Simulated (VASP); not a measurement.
# WS2 (R3m) in VASP: a series of runs, part 3 of 3

VASP 6.6.1. The steps go on from the part before.

### 5 Electric field gradients, LDA (equal xx and yy strain of -2 %)

Input file INCAR:

```
SYSTEM = WS2
ALGO     = Normal         ! electronic algorithm
EDIFF    = 1E-8           ! SCF threshold, eV
ENCUT    = 520            ! plane-wave cutoff, eV
ISIF     = 2              ! what is computed and relaxed
ISMEAR   = -1             ! smearing method
LASPH    = .True.         ! aspherical terms in the spheres
LCHARG   = .False.        ! write CHGCAR
LEFG     = .True.       
LREAL    = .False.        ! projectors in reciprocal space
LWAVE    = .False.        ! write WAVECAR
NBANDS   = 20             ! bands
NELM     = 60             ! most SCF steps
PREC     = Accurate       ! precision mode
SIGMA    = 0.08           ! smearing width, eV
```

Input file KPOINTS:

```
k-points
0
Gamma
  13 13 13
  0 0 0
```

Input file POSCAR:

```
WS2
1.0
    1.5474203766      0.8934035710      6.1633300000
   -1.5474203766      0.8934035710      6.1633300000
    0.0000000000     -1.7868071419      6.1633300000
W S
1 2
Direct
    0.0000000000      0.0000000000      0.0000000000
    0.7503000000      0.7503000000      0.7503000000
    0.5810000000      0.5810000000      0.5810000000
```

Potentials or basis: VASP PAW LDA potentials, release 64 (W_sv, S).

Started as:

```sh
$ cat potpaw_LDA.64/W_sv/POTCAR potpaw_LDA.64/S/POTCAR > POTCAR
$ mpirun -np 1 vasp_std > vasp.out
```

OUTCAR:

```text
SYSTEM = WS2
   EDIFF = 1E-8
   ENCUT = 520
   ISIF = 2
   ISMEAR = -1
   LASPH = .True.
   LREAL = .False.
   NELM = 60
   PREC = Accurate

 ion  position               nearest neighbor table
   1  0.000  0.000  0.000-   2 2.36   2 2.36   2 2.36   3 2.39   3 2.39   3 2.39
   2  0.750  0.750  0.750-   1 2.36   1 2.36   1 2.36
   3  0.581  0.581  0.581-   1 2.39   1 2.39   1 2.39

  LATTYP: Found a trigonal (rhomboedric) cell.
 ALAT       =     6.4171112232
 COS(alpha) =     0.8837032749

  Lattice vectors:

 A1 = (   1.5474203766,   0.8934035710,   6.1633300000)
 A2 = (  -1.5474203766,   0.8934035710,   6.1633300000)
 A3 = (   0.0000000000,  -1.7868071419,   6.1633300000)

Analysis of symmetry for initial positions (statically):
=====================================================================
 Subroutine PRICEL returns:
 Original cell was already a primitive cell.

 Routine SETGRP: Setting up the symmetry group for a
 trigonal (rhombohedral) supercell.

[... 746 lines left out ...]

 POSITION                                       TOTAL-FORCE (eV/Angst)
 -----------------------------------------------------------------------------------
      0.00000      0.00000      0.00000         0.000000     -0.000000     -0.645732
      0.00000      0.00000     13.87304         0.000000      0.000000      0.572756
      0.00000      0.00000     10.74268         0.000000      0.000000      0.072976
 -----------------------------------------------------------------------------------
    total drift:                                0.000000      0.000000      0.000019

  FREE ENERGIE OF THE ION-ELECTRON SYSTEM (eV)
  ---------------------------------------------------
  free  energy   TOTEN  =       -26.2344449546 eV

  energy  without entropy=      -26.2344166942  energy(sigma->0) =      -26.23443082

 Electric field gradients (V/A^2)
---------------------------------------------------------------------
 ion       V_xx      V_yy      V_zz      V_xy      V_xz      V_yz
---------------------------------------------------------------------
   1      77.792    77.792  -155.584     0.000     0.000    -0.000
   2      24.400    24.400   -48.800    -0.000    -0.000    -0.000
   3      20.338    20.338   -40.676    -0.000     0.000    -0.000
---------------------------------------------------------------------

 Electric field gradients after diagonalization (V/A^2)
 (convention: |V_zz| > |V_xx| > |V_yy|)
----------------------------------------------------------------------
 ion       V_xx      V_yy      V_zz     asymmetry (V_yy - V_xx)/ V_zz
----------------------------------------------------------------------
   1      77.792    77.792  -155.584       0.000
   2      24.400    24.400   -48.800       0.000
   3      20.338    20.338   -40.676       0.000
----------------------------------------------------------------------

           NMR quadrupolar parameters

 Cq : quadrupolar parameter    Cq=e*Q*V_zz/h
 eta: asymmetry parameters     (V_yy - V_xx)/ V_zz
 Q  : nuclear electric quadrupole moment in mb (millibarn)
----------------------------------------------------------------------
 ion       Cq(MHz)       eta       Q (mb)
----------------------------------------------------------------------
   1      -0.376       0.000       1.000
   2      -0.118       0.000       1.000
   3      -0.098       0.000       1.000
----------------------------------------------------------------------
```

OSZICAR:

```text
N       E                     dE             d eps       ncg     rms          rms(c)
DAV:   1     0.197067584252E+03    0.19707E+03   -0.13062E+04  9240   0.130E+03
DAV:   2    -0.172329572073E+02   -0.21430E+03   -0.20765E+03 10800   0.346E+02
DAV:   3    -0.273644593865E+02   -0.10132E+02   -0.10031E+02 11676   0.707E+01
DAV:   4    -0.275030132816E+02   -0.13855E+00   -0.13844E+00 11084   0.893E+00
DAV:   5    -0.275053663571E+02   -0.23531E-02   -0.23529E-02 11524   0.122E+00    0.297E+01
DAV:   6    -0.264301728324E+02    0.10752E+01   -0.49465E+00 10360   0.154E+01    0.121E+01
DAV:   7    -0.262949237858E+02    0.13525E+00   -0.12965E+00  9808   0.648E+00    0.567E+00
DAV:   8    -0.262368028291E+02    0.58121E-01   -0.28171E-01 10712   0.349E+00    0.127E+00
DAV:   9    -0.262348443889E+02    0.19584E-02   -0.14029E-02 11404   0.804E-01    0.538E-01
DAV:  10    -0.262344811772E+02    0.36321E-03   -0.39894E-03 10688   0.434E-01    0.677E-02
DAV:  11    -0.262344465628E+02    0.34614E-04   -0.39751E-04 10504   0.135E-01    0.641E-02
DAV:  12    -0.262344444885E+02    0.20743E-05   -0.47111E-05 10924   0.534E-02    0.124E-02
DAV:  13    -0.262344449471E+02   -0.45860E-06   -0.30616E-06 10692   0.133E-02    0.406E-03
DAV:  14    -0.262344449514E+02   -0.42560E-08   -0.42181E-07 11328   0.397E-03    0.170E-03
DAV:  15    -0.262344449546E+02   -0.32260E-08   -0.56909E-08 10656   0.185E-03
   1 F= -.26234445E+02 E0= -.26234431E+02  d E =-.282604E-04
```

Run time: 9 min. Hardware: 1 thread of Intel Xeon Platinum 8175M at 2.50GHz (Skylake/Cascade Lake), shared host; peak memory 0.41 GiB.

What came out:

```yaml
Free_energy: -26.2344 eV
Pressure: 3.7 GPa
Largest_force: 0.646 eV/Å
Band_gap_on_the_k_mesh: 1.04 eV, indirect (least direct gap 2.34 eV)
```

Forces on the atoms (eV/Å):
```
W    0.000  0.000 -0.646
S    0.000  0.000  0.573
S    0.000  0.000  0.073
```

Electric field gradients, principal values (V/Å²):
```tsv
atom	least	middle	greatest (by size)
1 W	77.792	77.792	-155.584
2 S	24.400	24.400	-48.800
3 S	20.338	20.338	-40.676
```

Caveat: the cell differs from its parent crystal (equal xx and yy strain of -2 %); without QUAD_EFG the Cq values of the log hold for a quadrupole moment of 1 mb, not for the nuclei; spin-orbit coupling is left out, which moves the levels of the heavy elements. A k mesh can miss the band edges.

### 6 Electric field gradients, LDA (equal xx and yy strain of +3 %)

Input file INCAR:

```
PREC = Accurate ; ENCUT = 520
EDIFF = 1E-8 ; ISMEAR = -1
SIGMA = 0.08 ; LREAL = F
LASPH = T ; NELM = 100
ALGO = Normal ; ISIF = 2
LWAVE = F ; LCHARG = F
LEFG = T ; NBANDS = 20
```

Input file KPOINTS:

```
Automatic mesh
0
Gamma
  13 13 13
```

Input file POSCAR:

```
WS2
1.0
    1.6263703958      0.9389853858      6.1633300000
   -1.6263703958      0.9389853858      6.1633300000
    0.0000000000     -1.8779707716      6.1633300000
W S
1 2
Direct
    0.0000000000      0.0000000000      0.0000000000
    0.7503000000      0.7503000000      0.7503000000
    0.5810000000      0.5810000000      0.5810000000
```

Potentials or basis: VASP PAW LDA potentials, release 64 (W_sv, S).

Started as:

```sh
$ cat potpaw_LDA.64/W_sv/POTCAR potpaw_LDA.64/S/POTCAR > POTCAR
$ mpirun -np 1 vasp_std > vasp.out
```

OUTCAR:

```text
PREC = Accurate
   ENCUT = 520
   EDIFF = 1E-8
   ISMEAR = -1
   LREAL = F
   LASPH = T
   NELM = 100
   ISIF = 2

 ion  position               nearest neighbor table
   1  0.000  0.000  0.000-   2 2.43   2 2.43   2 2.43   3 2.46   3 2.46   3 2.46
   2  0.750  0.750  0.750-   1 2.43   1 2.43   1 2.43
   3  0.581  0.581  0.581-   1 2.46   1 2.46   1 2.46

  LATTYP: Found a trigonal (rhomboedric) cell.
 ALAT       =     6.4430901676
 COS(alpha) =     0.8725674134

  Lattice vectors:

 A1 = (   1.6263703958,   0.9389853858,   6.1633300000)
 A2 = (  -1.6263703958,   0.9389853858,   6.1633300000)
 A3 = (   0.0000000000,  -1.8779707716,   6.1633300000)

Analysis of symmetry for initial positions (statically):
=====================================================================
 Subroutine PRICEL returns:
 Original cell was already a primitive cell.

 Routine SETGRP: Setting up the symmetry group for a
 trigonal (rhombohedral) supercell.

 Subroutine GETGRP returns: Found  6 space group operations
 (whereof  6 operations were pure point group operations)
 out of a pool of 12 trial point group operations.

The static configuration has the point symmetry C_3v.

Analysis of symmetry for dynamics (positions and initial velocities):
=====================================================================
 Subroutine PRICEL returns:
 Original cell was already a primitive cell.

 Routine SETGRP: Setting up the symmetry group for a
 trigonal (rhombohedral) supercell.

 Subroutine GETGRP returns: Found  6 space group operations
 (whereof  6 operations were pure point group operations)
 out of a pool of 12 trial point group operations.

[... 156 lines left out ...]
 k-point     1 :       0.0000    0.0000    0.0000
  band No.  band energies     occupation
      1     -67.6841      2.00000
      2     -32.1326      2.00000
      3     -32.0331      2.00000
      4     -32.0331      2.00000
      5      -8.5386      2.00000
      6      -6.6283      2.00000
[... 541 lines left out ...]
     19      14.2026      0.00000
     20      14.6788      0.00000

 [... further k-points ...]
[... 5 lines left out ...]
  --------------------------------------------------------------------------------------
  -------------------------------------------------------------------------------------
  Total       -4.5561764     -4.5561764     -2.9610670      0.0000000      0.0000000      0.0000000
  in kB     -129.2605941   -129.2605941    -84.0066845      0.0000000      0.0000000      0.0000000
  external PRESSURE =    -114.1759576 kB  Pullay stress =       0.0000000 kB

 VOLUME and BASIS-vectors are now :
 -----------------------------------------------------------------------------
  energy-cutoff  :      520.00
  volume of cell :       56.47
      direct lattice vectors                 reciprocal lattice vectors
     1.626370396  0.938985386  6.163330000     0.307433043  0.177496550  0.054083318
    -1.626370396  0.938985386  6.163330000    -0.307433043  0.177496550  0.054083318
     0.000000000 -1.877970772  6.163330000     0.000000000 -0.354993100  0.054083318

 POSITION                                       TOTAL-FORCE (eV/Angst)
 -----------------------------------------------------------------------------------
      0.00000      0.00000      0.00000         0.000000     -0.000000     -0.509467
      0.00000      0.00000     13.87304         0.000000      0.000000     -0.565841
      0.00000      0.00000     10.74268         0.000000     -0.000000      1.075308
 -----------------------------------------------------------------------------------
    total drift:                                0.000000      0.000000      0.000094

  FREE ENERGIE OF THE ION-ELECTRON SYSTEM (eV)
  ---------------------------------------------------
  free  energy   TOTEN  =       -26.0722563809 eV

  energy  without entropy=      -26.0721680694  energy(sigma->0) =      -26.07221223

 Electric field gradients (V/A^2)
---------------------------------------------------------------------
 ion       V_xx      V_yy      V_zz      V_xy      V_xz      V_yz
---------------------------------------------------------------------
   1      79.868    79.868  -159.736     0.000    -0.000    -0.000
   2      25.892    25.892   -51.785     0.000     0.000    -0.000
   3      22.260    22.260   -44.519    -0.000     0.000     0.000
---------------------------------------------------------------------

 Electric field gradients after diagonalization (V/A^2)
 (convention: |V_zz| > |V_xx| > |V_yy|)
----------------------------------------------------------------------
 ion       V_xx      V_yy      V_zz     asymmetry (V_yy - V_xx)/ V_zz
----------------------------------------------------------------------
   1      79.868    79.868  -159.736       0.000
   2      25.892    25.892   -51.785       0.000
   3      22.260    22.260   -44.519       0.000
----------------------------------------------------------------------

           NMR quadrupolar parameters

 Cq : quadrupolar parameter    Cq=e*Q*V_zz/h
 eta: asymmetry parameters     (V_yy - V_xx)/ V_zz
 Q  : nuclear electric quadrupole moment in mb (millibarn)
----------------------------------------------------------------------
 ion       Cq(MHz)       eta       Q (mb)
----------------------------------------------------------------------
   1      -0.386       0.000       1.000
   2      -0.125       0.000       1.000
   3      -0.108       0.000       1.000
----------------------------------------------------------------------
```

OSZICAR:

```text
N       E                     dE             d eps       ncg     rms          rms(c)
DAV:   1     0.192910490793E+03    0.19291E+03   -0.12923E+04  9240   0.128E+03
DAV:   2    -0.173759471546E+02   -0.21029E+03   -0.20353E+03 10808   0.337E+02
DAV:   3    -0.274272936338E+02   -0.10051E+02   -0.99380E+01 11580   0.693E+01
DAV:   4    -0.275746930212E+02   -0.14740E+00   -0.14728E+00 11264   0.911E+00
DAV:   5    -0.275772238178E+02   -0.25308E-02   -0.25307E-02 11536   0.125E+00    0.242E+01
DAV:   6    -0.263087961112E+02    0.12684E+01   -0.75545E+00 10096   0.176E+01    0.961E+00
DAV:   7    -0.261386384008E+02    0.17016E+00   -0.16973E+00  9788   0.735E+00    0.542E+00
DAV:   8    -0.260739582717E+02    0.64680E-01   -0.28188E-01 10752   0.341E+00    0.941E-01
DAV:   9    -0.260726694673E+02    0.12888E-02   -0.10455E-02 11312   0.714E-01    0.402E-01
DAV:  10    -0.260722685618E+02    0.40091E-03   -0.27211E-03 10852   0.371E-01    0.772E-02
DAV:  11    -0.260722576729E+02    0.10889E-04   -0.40923E-04 10388   0.126E-01    0.446E-02
DAV:  12    -0.260722559490E+02    0.17239E-05   -0.39784E-05 10992   0.487E-02    0.102E-02
DAV:  13    -0.260722563853E+02   -0.43635E-06   -0.48561E-06 10660   0.154E-02    0.532E-03
DAV:  14    -0.260722563742E+02    0.11131E-07   -0.68322E-07 10980   0.474E-03    0.943E-04
DAV:  15    -0.260722563809E+02   -0.67530E-08   -0.68943E-08 10648   0.186E-03
   1 F= -.26072256E+02 E0= -.26072212E+02  d E =-.883115E-04
```

It took 9.5 min on 1 thread of Intel Xeon Platinum 8175M at 2.50GHz (Skylake/Cascade Lake), shared host; peak memory 0.43 GiB.

What came out:

```
Free energy            : -26.0723 eV
Pressure               : -11.4 GPa
Largest force          : 1.075 eV/Å
Band gap on the k mesh : 0.92 eV, indirect (least direct gap 1.78 eV)
```

Forces in eV/Å, atoms in the order of the input:
```
W    0.000  0.000 -0.509
S    0.000  0.000 -0.566
S    0.000  0.000  1.075
```

Electric field gradients, principal values (V/Å²):
```csv
atom,least,middle,greatest (by size)
1 W,79.868,79.868,-159.736
2 S,25.892,25.892,-51.785
3 S,22.260,22.260,-44.519
```

Caveat: the cell differs from its parent crystal (equal xx and yy strain of +3 %); without QUAD_EFG the Cq values of the log hold for a quadrupole moment of 1 mb, not for the nuclei; spin-orbit coupling is left out, which moves the levels of the heavy elements; forces of over 1 eV/Å act on the atoms, so gaps and moduli don't describe the material at rest. A k mesh can miss the band edges.

### 7 Overview

| cell | gap on the mesh (eV) | pressure (GPa) | largest force (eV/Å) |
| --- | --- | --- | --- |
| a = 6.296 Å, angles 28.4°, 3 atoms | 0.95 | 8.3 | 1.29 |
| a = 6.384 Å, angles 28.4°, 3 atoms | 0.99 | 0.2 | 0.62 |
| a = 6.417 Å, angles 27.9°, 3 atoms | 1.04 | 3.7 | 0.65 |
| a = 6.443 Å, angles 29.2°, 3 atoms | 0.92 | -11.4 | 1.08 |

Alike in all rows: task electric field gradients; level LDA; potentials or basis VASP PAW LDA potentials, release 64 (W_sv, S); no spin polarisation; k mesh 13 × 13 × 13; cutoff (eV) 520; smearing fermi-dirac 0.08 eV.

Caveats: spin-orbit coupling is left out, which moves the levels of the heavy elements; forces of over 1 eV/Å act on the atoms, so gaps and moduli don't describe the material at rest (some runs).

Absolute energies hang on the potentials; compare differences alone.
